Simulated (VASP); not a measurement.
Input of a VASP 6.6.1 run:

File INCAR:

```
ALGO = Normal ; EDIFF = 1E-6
ENCUT = 500 ; GGA_COMPAT = False
ISIF = 2 ; ISMEAR = -1
LASPH = True ; LCHARG = True
LELF = True ; LREAL = False
LVHAR = True ; LWAVE = False
NBANDS = 8 ; NELM = 120
PREC = Accurate ; SIGMA = 0.05
```

KPOINTS

```
k-points
0
Gamma
  12 12 12
```

The input POSCAR:

```
Si
1.0
   -1.5293830134      1.5293830134      1.5293830134
    1.5293830134     -1.5293830134      1.5293830134
    1.5293830134      1.5293830134     -1.5293830134
Si
1
Direct
    0.0000000000      0.0000000000      0.0000000000
```

Potentials or basis: VASP PAW LDA potentials, release 64 (Si).

Command:

```sh
$ cat potpaw_LDA.64/Si/POTCAR > POTCAR
$ mpirun -np 1 vasp_std > vasp.out
```

Estimate the band gap on the k mesh.

zero (band 2 reaches 21.63 eV, above the bottom of band 3 at 6.02 eV).

Predict the pressure.

-0.9 GPa.
